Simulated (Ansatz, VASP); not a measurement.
**MgO: VASP beside Ansatz**

Contents of INCAR:

```
  PREC = Accurate
  ENCUT = 520
  EDIFF = 1E-7
  ISMEAR = -1
  SIGMA = 0.05
  LREAL = False
  LASPH = True
  NELM = 100
  ALGO = Normal
  ISIF = 2
  LWAVE = False
  LCHARG = True
  LELF = True
  LVHAR = True
  NBANDS = 11
```

KPOINTS

```
Automatic mesh
0
Gamma
  16 16 16
```

The input POSCAR:

```
MgO
1.0
    0.0000000000      2.1269184909      2.1269184909
    2.1269184909      0.0000000000      2.1269184909
    2.1269184909      2.1269184909      0.0000000000
Mg O
1 1
Direct
    0.0000000000      0.0000000000      0.0000000000
    0.5000000000      0.5000000000      0.5000000000
```

Input for Ansatz:

```yaml
crystal:
  lattice:
    - [0.0, 2.1269184909, 2.1269184909]
    - [2.1269184909, 0.0, 2.1269184909]
    - [2.1269184909, 2.1269184909, 0.0]
  atoms:
    - { symbol: Mg, position: [0.0, 0.0, 0.0] }
    - { symbol: O, position: [0.5, 0.5, 0.5] }
kpoints:
  mp_grid: { grid: [16, 16, 16] }
  band_path:
    path:
      - [0.0, 0.0, 0.0]
      - [0.5, 0.0, 0.5]
      - [0.625, 0.25, 0.625]
      - [0.375, 0.375, 0.75]
      - [0.0, 0.0, 0.0]
      - [0.5, 0.5, 0.5]
      - [0.5, 0.25, 0.75]
      - [0.5, 0.0, 0.5]
    npoints: 5
scf:
  occupations: { method: fermi_dirac, width: 0.05 }
hamiltonian:
  xc: lda
  pseudopotentials: { kind: all_electron, lapw: { basis_error: 0.001 } }
output:
  forces: true
  stress: true
  eigenvalues: true
```

Alike in both runs: task single point; functional LDA; k mesh 16 × 16 × 16; occupations fermi-dirac, width 0.05 eV; no spin polarisation.

```csv
,VASP,Ansatz
version,VASP 6.6.1,Ansatz 0.2.0
potentials or method,"VASP PAW LDA potentials, release 64 (Mg, O), cutoff 520 eV","all-electron LAPW, scalar-relativistic"
```

```csv
,VASP,Ansatz,Ansatz less VASP
gap on the k mesh at the Fermi level (eV),4.37,4.38,+0.003
pressure (GPa),-11.8,-9.9,+1.88
```

LDA's correlation is that of Perdew and Zunger in VASP and of Perdew and Wang (1992) in Ansatz. Ansatz ran all-electron here, and VASP with PAW potentials.
